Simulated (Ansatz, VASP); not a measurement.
**La2Ta2O: VASP beside Ansatz**

```xyz
10
Lattice="3.7642 -0.0003 0.0025 -0.0003 3.7646 -0.0002 0.0117 -0.0010 18.2313" Properties=species:S:1:pos:R:3 pbc="T T T"
La    0.0081    1.8971   16.8795
La    1.8772    0.0158    1.3510
La    0.0089    1.8722    5.0664
La    1.8893   -0.0092   13.1669
Ta    1.8923   -0.0125    7.1309
Ta    1.8903    3.7523    9.8672
Ta    0.0079    1.8706   11.1026
Ta    0.0094    1.8698    8.3661
O     1.8776    1.8987    0.0007
O    -0.0044    0.0165   -0.0008
```

Change from the starting cell: cell x1, atoms moved at random (sigma 0.1 Å) and cell strained at random (1.5 %), then relaxed without symmetry.

Alike in both runs: functional PBE; k mesh 6 × 6 × 2; occupations gaussian, width 0.2 eV; no spin polarisation.

Ansatz relaxed the structure, and its values are those at the end. VASP's run is a single point on that final structure, the one shown.

```csv
,VASP,Ansatz
version,VASP 6.6.1,Ansatz 0.2.0
potentials or method,"VASP PAW PBE potentials, release 64 (La, Ta_pv, O), cutoff 520 eV","scalar-relativistic, plane waves, PAW"
valence electrons in the cell,100,108
```

Ansatz gave:

| Quantity | Value |
| --- | --- |
| gap on the k mesh at the Fermi level (eV) | none |
| pressure (GPa) | 0.0 |
| rms of the force components (eV/Å) | 0.002 |

Question: What did VASP give for the same quantities?

Answer: gap on the k mesh at the Fermi level (eV): none; pressure (GPa): -0.1; rms of the force components (eV/Å): 0.009.

A gap of «none» marks a metal or a gap that the smearing closes. VASP's potentials hold 100 valence electrons a cell and Ansatz's 108, so a difference there can come from the potentials and not from the codes.

Spin-orbit coupling is off throughout.
